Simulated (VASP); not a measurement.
A run of VASP 6.6.1 is set up as follows.

Contents of INCAR:

```
SYSTEM = Si
PREC     = Accurate       ! precision mode
ENCUT    = 500            ! plane-wave cutoff, eV
EDIFF    = 1E-6           ! SCF threshold, eV
ISMEAR   = 0              ! smearing method
SIGMA    = 0.01           ! smearing width, eV
LREAL    = .FALSE.        ! projectors in reciprocal space
LASPH    = .TRUE.         ! aspherical terms in the spheres
NELM     = 120            ! most SCF steps
ALGO     = Normal         ! electronic algorithm
ISIF     = 2              ! what is computed and relaxed
LWAVE    = .FALSE.        ! write WAVECAR
LCHARG   = .FALSE.        ! write CHGCAR
GGA      = PE             ! functional
NBANDS   = 11             ! bands
GGA_COMPAT= .FALSE.
```

File KPOINTS:

```
regular mesh
0
G
  5 5 5
  0 0 0
```

The input POSCAR:

```
Si
1.0
    0.0000000000      2.7155000000      2.7155000000
    2.7155000000      0.0000000000      2.7155000000
    2.7155000000      2.7155000000      0.0000000000
Si
2
Direct
    0.0000000000      0.0000000000      0.0000000000
    0.2500000000      0.2500000000      0.2500000000
```

Potentials or basis: VASP PAW PBE potentials, release 64 (Si).

Command:

```console
$ cat potpaw_PBE.64/Si/POTCAR > POTCAR
$ mpirun -np 1 vasp_std > vasp.out
```

What does it give for the band gap on the k mesh?

0.57 eV, indirect (least direct gap 2.56 eV).

What does it give for the pressure?

2.1 GPa.

A k mesh can miss the band edges.
